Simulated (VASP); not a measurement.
Wanted: the native input for a VASP 6.6.1 run.

```
Task                   : single point
Functional             : RPBE
Potentials or basis    : VASP PAW PBE potentials, release 64 (Pd)
Cutoff                 : 520 eV
k mesh                 : 14 × 14 × 4
Occupations            : fermi-dirac, width 0.05 eV
Spin                   : collinear spin, ferromagnetic start
Starting moments       : [0.387, 0.387, 0.395, 0.395] μB
Dipole correction      : no
Further INCAR settings : ALGO = Normal; EDIFF = 1e-07; NBANDS = 32
```

The structure of Pd lies in POSCAR:

```
Pd
1.0
    2.8784107487      0.0000000000      0.0000000000
   -1.4392053744      2.4927768309      0.0000000000
    0.0000000000      0.0000000000      9.5205995753
Pd
4
Direct
    1.0000000000      1.0000000000      0.0000000000
    1.0000000000      1.0000000000      0.5000000000
    0.3333333333      0.6666666667      0.2500000000
    0.6666666667      0.3333333333      0.7500000000
```

This cell differs from its parent crystal: volume scaled by 1.08.

One way to write it, as run:

INCAR

```
SYSTEM = Pd
PREC = Accurate ; ENCUT = 520
EDIFF = 1E-7 ; ISMEAR = -1
SIGMA = 0.05 ; LREAL = .FALSE.
LASPH = .TRUE. ; NELM = 150
ALGO = Normal ; ISIF = 2
LWAVE = .FALSE. ; LCHARG = .TRUE.
ISPIN = 2 ; MAGMOM = 0.387 0.387 0.395 0.395
LORBIT = 11 ; LMAXMIX = 4
GGA = RP ; LELF = .TRUE.
LVHAR = .TRUE. ; NBANDS = 32
```

KPOINTS

```
regular mesh
0
G
  14 14 4
  0 0 0
```

Potentials or basis: VASP PAW PBE potentials, release 64 (Pd).

Run with:

```console
$ cat potpaw_PBE.64/Pd/POTCAR > POTCAR
$ mpirun -np 1 vasp_std > vasp.out
```

It gave:

```json
{
  "Pressure": "-9.0 GPa",
  "Net moment": "1.63 μB per cell",
  "Site moments": "Pd +0.41, +0.42 μB",
  "Valence electrons inside the program's atomic spheres": "Pd 9.19"
}
```

Caveat: the PAW data sets were made with another functional, which shifts forces and pressure a little.

It took 10 min on 1 thread of Oxide Virtual Turin-like Processor (shared host), peak memory 0.33 GiB.
